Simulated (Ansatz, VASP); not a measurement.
**Two plane-wave programs on Cd4Se**

```xyz
5
Lattice="4.1098 0.0000 0.0000 -2.0549 3.5592 0.0000 0.0000 0.0000 9.3447" Properties=species:S:1:pos:R:3 pbc="T T T"
Cd    0.0000    2.3728    0.0000
Cd    2.0549    1.1864    0.0000
Cd    0.0000    2.3728    4.6724
Cd    2.0549    1.1864    4.6724
Se    0.0000    0.0000    0.0000
```

Alike in both runs: task relaxation of cell and atoms; functional PBE; k mesh 5 × 5 × 2; occupations gaussian, width 0.2 eV; no spin polarisation.

|  | VASP | Ansatz |
| --- | --- | --- |
| version | VASP 6.6.1 | Ansatz 0.2.0 |
| potentials or method | VASP PAW PBE potentials, release 64 (Cd, Se), cutoff 500 eV | scalar-relativistic, plane waves, PAW |
| valence electrons in the cell | 54 | 96 |

Ansatz gave:

```
gap on the k mesh at the Fermi level, each at its own relaxed structure (eV) : none
relaxed volume (Å³/atom)                                                     : 29.62
relaxed cell length with the largest relative difference (Å)                 : 6.286
```

**Question.** What did VASP give for the same quantities?

**Answer.** gap on the k mesh at the Fermi level, each at its own relaxed structure (eV): none; relaxed volume (Å³/atom): 28.78; relaxed cell length with the largest relative difference (Å): 6.098.

A gap of «none» marks a metal or a gap that the smearing closes. VASP's potentials hold 54 valence electrons a cell and Ansatz's 96, so a difference there can come from the potentials and not from the codes.
